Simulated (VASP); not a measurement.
# MgO (Fm-3m) in VASP: further runs

MgO is run at these levels: PBE; tasks: single point.

All numbers are computed with VASP 6.6.1; they aren't measurements. Logs are shortened: lines on timing, memory, paths and dates and some standing lists are left out, and cuts for length are marked.

**1. The cell of the first run**

Symmetry: Fm-3m, No. 225, cubic system. The conventional cell has a = 4.322 Å, b = 4.322 Å, c = 4.322 Å, α = 90.00°, β = 90.00°, γ = 90.00°. Within 2.9 Å of Mg (site symmetry m-3m) lie 6 O at 2.16 Å. Within 2.9 Å of O (site symmetry m-3m) lie 6 Mg at 2.16 Å.

**2. Single point, PBE**

INCAR reads:

```
SYSTEM = MgO
PREC = Accurate
ENCUT = 600
EDIFF = 1E-6
ISMEAR = 0
SIGMA = 0.05
LREAL = .False.
LASPH = .True.
NELM = 120
ALGO = Normal
ISIF = 2
LWAVE = .False.
LCHARG = .False.
GGA = PE
NBANDS = 11
GGA_COMPAT = .False.
```

KPOINTS reads:

```
regular mesh
0
Gamma
  9 9 9
  0 0 0
```

POSCAR reads:

```
MgO
1.0
    0.0000000000      2.1610000000      2.1610000000
    2.1610000000      0.0000000000      2.1610000000
    2.1610000000      2.1610000000      0.0000000000
Mg O
1 1
Direct
    0.0000000000      0.0000000000      0.0000000000
    0.5000000000      0.5000000000      0.5000000000
```

Potentials or basis: VASP PAW PBE potentials, release 64 (Mg, O).

Launch:

```sh
cat potpaw_PBE.64/Mg/POTCAR potpaw_PBE.64/O/POTCAR > POTCAR
mpirun -np 1 vasp_std > vasp.out
```

OUTCAR:

```text
SYSTEM = MgO
   PREC = Accurate
   ENCUT = 600
   EDIFF = 1E-6
   ISMEAR = 0
   LREAL = .False.
   LASPH = .True.
   NELM = 120
   ISIF = 2
   GGA = PE

 ion  position               nearest neighbor table
   1  0.000  0.000  0.000-   2 2.16   2 2.16   2 2.16   2 2.16   2 2.16   2 2.16
   2  0.500  0.500  0.500-   1 2.16   1 2.16   1 2.16   1 2.16   1 2.16   1 2.16

  LATTYP: Found a face centered cubic cell.
 ALAT       =     4.3220000000

  Lattice vectors:

 A1 = (   0.0000000000,   2.1610000000,   2.1610000000)
 A2 = (   2.1610000000,   0.0000000000,   2.1610000000)
 A3 = (   2.1610000000,   2.1610000000,   0.0000000000)

Analysis of symmetry for initial positions (statically):
=====================================================================
 Subroutine PRICEL returns:
 Original cell was already a primitive cell.

 Routine SETGRP: Setting up the symmetry group for a
 face centered cubic supercell.

 Subroutine GETGRP returns: Found 48 space group operations
 (whereof 48 operations were pure point group operations)
 out of a pool of 48 trial point group operations.

The static configuration has the point symmetry O_h .

Analysis of symmetry for dynamics (positions and initial velocities):
=====================================================================
 Subroutine PRICEL returns:
 Original cell was already a primitive cell.

 Routine SETGRP: Setting up the symmetry group for a
 face centered cubic supercell.

 Subroutine GETGRP returns: Found 48 space group operations
 (whereof 48 operations were pure point group operations)
 out of a pool of 48 trial point group operations.

The dynamic configuration has the point symmetry O_h .

 Subroutine INISYM returns: Found 48 space group operations
 (whereof 48 operations are pure point group operations),
 and found     1 'primitive' translations

----------------------------------------------------------------------------------------

                                     Primitive cell

  volume of cell :      20.1834

  direct lattice vectors                    reciprocal lattice vectors
     0.000000000  2.161000000  2.161000000    -0.231374364  0.231374364  0.231374364
     2.161000000  0.000000000  2.161000000     0.231374364 -0.231374364  0.231374364
     2.161000000  2.161000000  0.000000000     0.231374364  0.231374364 -0.231374364

  length of vectors
     3.056115508  3.056115508  3.056115508     0.400752154  0.400752154  0.400752154

  position of ions in fractional coordinates (direct lattice)
     0.000000000  0.000000000  0.000000000
     0.500000000  0.500000000  0.500000000

  ion indices of the primitive-cell ions
   primitive index   ion index
                 1           1
                 2           2

----------------------------------------------------------------------------------------

 KPOINTS: regular mesh

Automatic generation of k-mesh.
 Grid dimensions read from file:
 generate k-points for:    9    9    9

 Generating k-lattice:

  Cartesian coordinates                     Fractional coordinates (reciprocal lattice)
    -0.025708263  0.025708263  0.025708263     0.111111111  0.000000000  0.000000000
     0.025708263 -0.025708263  0.025708263     0.000000000  0.111111111  0.000000000
     0.025708263  0.025708263 -0.025708263     0.000000000  0.000000000  0.111111111

  Length of vectors
     0.044528017  0.044528017  0.044528017

  Shift w.r.t. Gamma in fractional coordinates (k-lattice)
     0.000000000  0.000000000  0.000000000

 Subroutine IBZKPT returns following result:
 ===========================================

 Found     35 irreducible k-points:

 Following reciprocal coordinates:
            Coordinates               Weight
  0.000000  0.000000  0.000000      1.000000
  0.111111  0.000000  0.000000      8.000000
  0.222222  0.000000  0.000000      8.000000
  0.333333  0.000000  0.000000      8.000000
  0.444444  0.000000  0.000000      8.000000
  0.111111  0.111111  0.000000      6.000000
[... 16 lines left out ...]
 -0.333333  0.333333  0.000000     12.000000
  0.444444  0.444444  0.000000      6.000000
 [... further k-points ...]
   k-points           NKPTS =     35   k-points in BZ     NKDIM =     35   number of bands    NBANDS=     11
   number of dos      NEDOS =    301   number of ions     NIONS =      2
   total plane-waves  NPLWV =  13824
   dimension x,y,z NGX =    24 NGY =   24 NGZ =   24
   dimension x,y,z NGXF=    48 NGYF=   48 NGZF=   48
   ions per type =               1   1
   NGX,Y,Z   is equivalent  to a cutoff of  13.06, 13.06, 13.06 a.u.
   NGXF,Y,Z  is equivalent  to a cutoff of  26.11, 26.11, 26.11 a.u.
 SYSTEM =  MgO
   PREC   = accura    normal or accurate (medium, high low for compatibility)
   ISTART =      0    job   : 0-new  1-cont  2-samecut
   ICHARG =      2    charge: 1-file 2-atom 10-const
   ISPIN  =      1    spin polarized calculation?
   LNONCOLLINEAR =      F non collinear calculations
   LSORBIT =      F    spin-orbit coupling
   LASPH  =      T    aspherical Exc in radial PAW
   ENCUT  =  600.0 eV  44.10 Ry    6.64 a.u.   6.10  6.10  6.10*2*pi/ulx,y,z
   NELM   =    120;   NELMIN=  2; NELMDL= -5     # of ELM steps
   EDIFF  = 0.1E-05   stopping-criterion for ELM
   LREAL  =      F    real-space projection
[... 7 lines left out ...]
   TEBEG  =    0.0;   TEEND  =   0.0 temperature during run
   PSTRESS=    0.0 pullay stress
   NELECT =       8.0000    total number of electrons
   NUPDOWN=      -1.0000    fix difference up-down
   EMIN   =  10.00;   EMAX   =-10.00  energy-range for DOS
   EFERMI =   0.00;   METHOD = LEGACY
   ISMEAR =     0;   SIGMA  =   0.05  broadening in eV -4-tet -1-fermi 0-gaus
   EFERMI_NEDOS =   21; number of points for ismear=-14 and -15
   IALGO  =     38    algorithm
   IMIX   =      4    mixing-type and parameters
     AMIX     =   0.40;   BMIX     =  1.00
     AMIX_MAG =   1.60;   BMIX_MAG =  1.00
  volume/ion in A,a.u.               =      10.09        68.10
  Fermi-wavevector in a.u.,A,eV,Ry     =   1.202560  2.272509 19.676070  1.446150
  Thomas-Fermi vector in A             =   2.338338
   LORBIT       =      0    0 simple, 1 ext, 2 COOP (PROOUT), +10 PAW based schemes
   GGA     = PE    functional components
   LHFCALC =     F    Hartree Fock is set to
   AEXX    =    0.0000 exact exchange contribution
   IVDW    =     0    specifies the selected vdW correction
   LEPSILON=     F    determine dielectric tensor
   LRPA    =     F    only Hartree local field effects (RPA)
 non-spin polarized calculation
 Gauss-broadening in eV      SIGMA  =   0.05
  energy-cutoff  :      600.00
  volume of cell :       20.18
 maximum number of plane-waves:       684
   NGX = 13   NGY = 13   NGZ = 13

 number of electron       7.9999997 magnetization

 Free energy of the ion-electron system (eV)
  ---------------------------------------------------
  ext. energy  EPLUGINS =         0.00000000
  ---------------------------------------------------
  free energy    TOTEN  =       -11.89162880 eV

  energy without entropy =      -11.89162880  energy(sigma->0) =      -11.89162880

 E-fermi :   2.9555     XC(G=0): -10.7184

 val. band max:        2.6291677644   @ k =   0.0000   0.0000   0.0000
 cond. band min:       6.6396152597   @ k =   0.0000   0.0000   0.0000
 fundamental gap:      4.0104474953
 Fermi energy:         2.9555140601

 k-point     1 :       0.0000    0.0000    0.0000
  band No.  band energies     occupation
      1     -14.2565      2.00000
      2       2.6292      2.00000
      3       2.6292      2.00000
      4       2.6292      2.00000
      5       6.6396      0.00000
      6      17.9902      0.00000
      7      17.9902      0.00000
      8      17.9902      0.00000
      9      21.7068      0.00000
     10      23.3957      0.00000
     11      23.3957      0.00000

 k-point     2 :       0.1111    0.0000    0.0000
  band No.  band energies     occupation
      1     -14.1436      2.00000
      2       1.8650      2.00000
      3       2.5570      2.00000
      4       2.5570      2.00000
      5       7.4012      0.00000
      6      16.5692      0.00000
      7      18.2445      0.00000
      8      18.2445      0.00000
      9      22.4318      0.00000
     10      22.4318      0.00000
     11      23.3980      0.00000

 k-point     3 :       0.2222    0.0000    0.0000
  band No.  band energies     occupation
      1     -13.8417      2.00000
      2       0.4592      2.00000
      3       2.3812      2.00000
      4       2.3812      2.00000
      5       8.7352      0.00000
      6      14.9734      0.00000
      7      18.6274      0.00000
      8      18.6274      0.00000
      9      21.8406      0.00000
     10      21.8406      0.00000
     11      23.5475      0.00000

 k-point     4 :       0.3333    0.0000    0.0000
  band No.  band energies     occupation
      1     -13.4655      2.00000
      2      -0.8093      2.00000
      3       2.1916      2.00000
      4       2.1916      2.00000
      5       9.6940      0.00000
      6      14.3030      0.00000
      7      18.4712      0.00000
      8      18.4712      0.00000
      9      22.6836      0.00000
     10      22.6836      0.00000
     11      22.8548      0.00000
[... 239 lines left out ...]
 k-point    22 :      -0.4444    0.3333    0.0000
  band No.  band energies     occupation
      1     -12.9424      2.00000
      2      -0.7691      2.00000
      3       0.4670      2.00000
      4       1.5725      2.00000
      5      12.1735      0.00000
      6      13.2903      0.00000
      7      14.6240      0.00000
      8      19.7398      0.00000
      9      19.9559      0.00000
     10      27.2000      0.00000
     11      28.2360      0.00000

 k-point    23 :      -0.3333    0.3333    0.0000
  band No.  band energies     occupation
      1     -12.9565      2.00000
      2      -0.3563      2.00000
      3      -0.1900      2.00000
      4       1.7275      2.00000
      5      12.4386      0.00000
      6      14.1967      0.00000
      7      14.2143      0.00000
      8      19.3968      0.00000
      9      20.4967      0.00000
     10      25.0105      0.00000
     11      28.7980      0.00000

 k-point    24 :       0.4444    0.4444    0.0000
  band No.  band energies     occupation
      1     -12.9686      2.00000
      2      -1.0850      2.00000
      3       1.4175      2.00000
      4       1.4175      2.00000
      5      11.7437      0.00000
      6      11.7587      0.00000
      7      14.9420      0.00000
      8      20.3792      0.00000
      9      20.3792      0.00000
     10      26.6957      0.00000
     11      28.1400      0.00000

 [... further k-points ...]

------------------------ aborting loop because EDIFF is reached ----------------------------------------

  FORCE on cell =-STRESS in cart. coord.  units (eV):
  Direction    XX          YY          ZZ          XY          YZ          ZX
  --------------------------------------------------------------------------------------
  -------------------------------------------------------------------------------------
  Total       -0.9383292     -0.9383292     -0.9383292     -0.0000000     -0.0000000      0.0000000
  in kB      -74.4854592    -74.4854592    -74.4854592     -0.0000000     -0.0000000      0.0000000
  external PRESSURE =     -74.4854592 kB  Pullay stress =       0.0000000 kB

 VOLUME and BASIS-vectors are now :
 -----------------------------------------------------------------------------
  energy-cutoff  :      600.00
  volume of cell :       20.18
      direct lattice vectors                 reciprocal lattice vectors
     0.000000000  2.161000000  2.161000000    -0.231374364  0.231374364  0.231374364
     2.161000000  0.000000000  2.161000000     0.231374364 -0.231374364  0.231374364
     2.161000000  2.161000000  0.000000000     0.231374364  0.231374364 -0.231374364

 POSITION                                       TOTAL-FORCE (eV/Angst)
 -----------------------------------------------------------------------------------
      0.00000      0.00000      0.00000        -0.000000      0.000000      0.000000
      2.16100      2.16100      2.16100         0.000000     -0.000000     -0.000000
 -----------------------------------------------------------------------------------
    total drift:                               -0.000000     -0.000000      0.000000

  FREE ENERGIE OF THE ION-ELECTRON SYSTEM (eV)
  ---------------------------------------------------
  free  energy   TOTEN  =       -11.8916287989 eV

  energy  without entropy=      -11.8916287989  energy(sigma->0) =      -11.89162880
```

It took 2.9 s on 1 thread of Intel Xeon 6975P-C (Granite Rapids), shared host; peak memory 0.13 GiB.

What came out:

```yaml
Free_energy: -11.8916 eV
Pressure: -7.4 GPa
Band_gap_on_the_k_mesh: 4.01 eV, direct
```

**3. Single point, PBE**

INCAR reads:

```
SYSTEM = MgO
  PREC = Accurate
  ENCUT = 600
  EDIFF = 1E-6
  ISMEAR = -1
  SIGMA = 0.01
  LREAL = .False.
  LASPH = .True.
  NELM = 120
  ALGO = Normal
  ISIF = 2
  LWAVE = .False.
  LCHARG = .False.
  GGA = PE
  NBANDS = 11
  GGA_COMPAT = .False.
```

KPOINTS is that of step 2.

POSCAR is that of step 2.

Potentials or basis: VASP PAW PBE potentials, release 64 (Mg, O).

Launch:

```sh
cat potpaw_PBE.64/Mg/POTCAR potpaw_PBE.64/O/POTCAR > POTCAR
mpirun -np 1 vasp_std > vasp.out
```

Run time: 2.9 s. Hardware: 1 thread of Intel Xeon 6975P-C (Granite Rapids), shared host; peak memory 0.14 GiB.

The run converged. Its results:

```yaml
Free_energy: -11.8916 eV
Pressure: -7.4 GPa
Band_gap_on_the_k_mesh: 4.01 eV, direct
```

Levels at points of the mesh, in eV from the valence-band top:
```
           k point  band 2  band 3  band 4  band 5  band 6  band 7
(0.00, 0.00, 0.00)    0.00    0.00    0.00    4.01   15.36   15.36
```

As with any semilocal functional, this PBE gap is likely too small.

**4. Single point, PBE**

INCAR reads:

```
ALGO = Normal ; EDIFF = 1E-6
ENCUT = 600 ; GGA = PE
GGA_COMPAT = F ; ISIF = 2
ISMEAR = 0 ; LASPH = T
LCHARG = T ; LELF = T
LREAL = F ; LVHAR = T
LWAVE = F ; NBANDS = 11
NELM = 120 ; PREC = Accurate
SIGMA = 0.05
```

KPOINTS reads:

```
k-points
0
Gamma
  9 9 9
```

POSCAR is that of step 3.

Potentials or basis: VASP PAW PBE potentials, release 64 (Mg, O).

Launch:

```sh
cat potpaw_PBE.64/Mg/POTCAR potpaw_PBE.64/O/POTCAR > POTCAR
mpirun -np 1 vasp_std > vasp.out
```

OUTCAR:

```text
EDIFF = 1E-6
   ENCUT = 600
   GGA = PE
   ISIF = 2
   ISMEAR = 0
   LASPH = T
   LREAL = F
   NELM = 120
   PREC = Accurate

 ion  position               nearest neighbor table
   1  0.000  0.000  0.000-   2 2.16   2 2.16   2 2.16   2 2.16   2 2.16   2 2.16
   2  0.500  0.500  0.500-   1 2.16   1 2.16   1 2.16   1 2.16   1 2.16   1 2.16

  LATTYP: Found a face centered cubic cell.
 ALAT       =     4.3220000000

  Lattice vectors:

 A1 = (   0.0000000000,   2.1610000000,   2.1610000000)
 A2 = (   2.1610000000,   0.0000000000,   2.1610000000)
 A3 = (   2.1610000000,   2.1610000000,   0.0000000000)

Analysis of symmetry for initial positions (statically):
=====================================================================
 Subroutine PRICEL returns:
 Original cell was already a primitive cell.

 Routine SETGRP: Setting up the symmetry group for a
 face centered cubic supercell.

 Subroutine GETGRP returns: Found 48 space group operations
 (whereof 48 operations were pure point group operations)
 out of a pool of 48 trial point group operations.

The static configuration has the point symmetry O_h .

Analysis of symmetry for dynamics (positions and initial velocities):
=====================================================================
 Subroutine PRICEL returns:
 Original cell was already a primitive cell.

 Routine SETGRP: Setting up the symmetry group for a
 face centered cubic supercell.

 Subroutine GETGRP returns: Found 48 space group operations
 (whereof 48 operations were pure point group operations)
 out of a pool of 48 trial point group operations.

The dynamic configuration has the point symmetry O_h .

 Subroutine INISYM returns: Found 48 space group operations
 (whereof 48 operations are pure point group operations),
 and found     1 'primitive' translations

----------------------------------------------------------------------------------------

                                     Primitive cell

  volume of cell :      20.1834
[... 116 lines left out ...]
   AEXX    =    0.0000 exact exchange contribution
   IVDW    =     0    specifies the selected vdW correction
   LEPSILON=     F    determine dielectric tensor
   LRPA    =     F    only Hartree local field effects (RPA)
 non-spin polarized calculation
 Gauss-broadening in eV      SIGMA  =   0.05
  energy-cutoff  :      600.00
  volume of cell :       20.18
 maximum number of plane-waves:       684
   NGX = 13   NGY = 13   NGZ = 13

 number of electron       7.9999997 magnetization

 Free energy of the ion-electron system (eV)
  ---------------------------------------------------
  ext. energy  EPLUGINS =         0.00000000
  ---------------------------------------------------
  free energy    TOTEN  =       -11.89162880 eV

  energy without entropy =      -11.89162880  energy(sigma->0) =      -11.89162880

 E-fermi :   2.9555     XC(G=0): -10.7184

 val. band max:        2.6291677644   @ k =   0.0000   0.0000   0.0000
 cond. band min:       6.6396152597   @ k =   0.0000   0.0000   0.0000
 fundamental gap:      4.0104474953
 Fermi energy:         2.9555140601

 k-point     1 :       0.0000    0.0000    0.0000
  band No.  band energies     occupation
      1     -14.2565      2.00000
      2       2.6292      2.00000
      3       2.6292      2.00000
      4       2.6292      2.00000
      5       6.6396      0.00000
      6      17.9902      0.00000
      7      17.9902      0.00000
      8      17.9902      0.00000
      9      21.7068      0.00000
     10      23.3957      0.00000
     11      23.3957      0.00000
[... 309 lines left out ...]
 k-point    24 :       0.4444    0.4444    0.0000
  band No.  band energies     occupation
      1     -12.9686      2.00000
      2      -1.0850      2.00000
      3       1.4175      2.00000
      4       1.4175      2.00000
      5      11.7437      0.00000
      6      11.7587      0.00000
      7      14.9420      0.00000
      8      20.3792      0.00000
      9      20.3792      0.00000
     10      26.6957      0.00000
     11      28.1400      0.00000

 [... further k-points ...]

------------------------ aborting loop because EDIFF is reached ----------------------------------------

  FORCE on cell =-STRESS in cart. coord.  units (eV):
  Direction    XX          YY          ZZ          XY          YZ          ZX
  --------------------------------------------------------------------------------------
  -------------------------------------------------------------------------------------
  Total       -0.9383292     -0.9383292     -0.9383292     -0.0000000     -0.0000000      0.0000000
  in kB      -74.4854592    -74.4854592    -74.4854592     -0.0000000     -0.0000000      0.0000000
  external PRESSURE =     -74.4854592 kB  Pullay stress =       0.0000000 kB

 VOLUME and BASIS-vectors are now :
 -----------------------------------------------------------------------------
  energy-cutoff  :      600.00
  volume of cell :       20.18
      direct lattice vectors                 reciprocal lattice vectors
     0.000000000  2.161000000  2.161000000    -0.231374364  0.231374364  0.231374364
     2.161000000  0.000000000  2.161000000     0.231374364 -0.231374364  0.231374364
     2.161000000  2.161000000  0.000000000     0.231374364  0.231374364 -0.231374364

 POSITION                                       TOTAL-FORCE (eV/Angst)
 -----------------------------------------------------------------------------------
      0.00000      0.00000      0.00000        -0.000000      0.000000      0.000000
      2.16100      2.16100      2.16100         0.000000     -0.000000     -0.000000
 -----------------------------------------------------------------------------------
    total drift:                               -0.000000     -0.000000      0.000000

  FREE ENERGIE OF THE ION-ELECTRON SYSTEM (eV)
  ---------------------------------------------------
  free  energy   TOTEN  =       -11.8916287989 eV

  energy  without entropy=      -11.8916287989  energy(sigma->0) =      -11.89162880
```

It took 3.1 s on 1 thread of Intel Xeon 6975P-C (Granite Rapids), shared host; peak memory 0.14 GiB.

Results:

```yaml
Free_energy: -11.8916 eV
Pressure: -7.4 GPa
Band_gap_on_the_k_mesh: 4.01 eV, direct
```

Levels at points of the mesh, in eV from the valence-band top:
```tsv
k point	band 1	band 2	band 3	band 4	band 5	band 6	band 7	band 8
(0.00, 0.00, 0.00)	-16.89	0.00	0.00	0.00	4.01	15.36	15.36	15.36
```

As with any semilocal functional, this PBE gap is likely too small.

(Part 1 of 2 ends here.)
